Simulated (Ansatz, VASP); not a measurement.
## One calculation of MgO, two programs

The input INCAR:

```
  ALGO = Normal
  EDIFF = 1E-6
  ENCUT = 520
  GGA = PS
  ISIF = 2
  ISMEAR = 0
  LASPH = T
  LCHARG = F
  LREAL = F
  LWAVE = F
  NBANDS = 11
  NELM = 100
  PREC = Accurate
  SIGMA = 0.05
```

Contents of KPOINTS:

```
k-points
0
Gamma
  10 10 10
```

Contents of POSCAR:

```
MgO
1.0
    0.0000000000      2.1351500000      2.1351500000
    2.1351500000      0.0000000000      2.1351500000
    2.1351500000      2.1351500000      0.0000000000
Mg O
1 1
Direct
   -0.0585438962      0.0585438962     -0.0585438962
    0.5000000000      0.5000000000      0.5000000000
```

Input for Ansatz:

```yaml
crystal:
  lattice:
    - [0.0, 2.13515, 2.13515]
    - [2.13515, 0.0, 2.13515]
    - [2.13515, 2.13515, 0.0]
  atoms:
    - { symbol: Mg, position: [-0.0585438962, 0.0585438962, -0.0585438962] }
    - { symbol: O, position: [0.5, 0.5, 0.5] }
basis:
  ecutwfc: 420
kpoints:
  mp_grid: { grid: [10, 10, 10] }
hamiltonian:
  xc: pbesol
scf:
  occupations: { method: gaussian, width: 0.05 }
output:
  forces: true
  stress: true
  eigenvalues: true
```

Change from the starting cell: all Mg atoms moved -0.250 Å, as atom 1 along Cartesian [0 1 0].

Alike in both runs: task single point; functional PBEsol; k mesh 10 × 10 × 10; occupations gaussian, width 0.05 eV; no spin polarisation.

|  | VASP | Ansatz |
| --- | --- | --- |
| version | VASP 6.6.1 | Ansatz 0.2.0 |
| potentials or method | VASP PAW PBE potentials, release 64 (Mg, O), cutoff 520 eV | scalar-relativistic, plane waves, PAW |
| valence electrons in the cell | 8 | 16 |

|  | VASP | Ansatz | Ansatz less VASP |
| --- | --- | --- | --- |
| gap on the k mesh at the Fermi level (eV) | 4.24 | 4.24 | -0.001 |
| least direct gap on the mesh (eV) | 4.24 | 4.24 | -0.001 |
| pressure (GPa) | -0.5 | -0.1 | +0.40 |
| traceless stress, the component that is largest in VASP (GPa) | 13.56 | 13.35 | -0.210 |
| rms of the force components (eV/Å) | 0.964 | 0.952 | -0.0126 |

VASP's potentials were made for PBE, not for PBEsol. Atom by atom the forces differ by 0.013 eV/Å (rms over components). The functional is the same, so the differences come from potentials, cutoffs and numerics. VASP's potentials hold 8 valence electrons a cell and Ansatz's 16, so a difference there can come from the potentials and not from the codes.
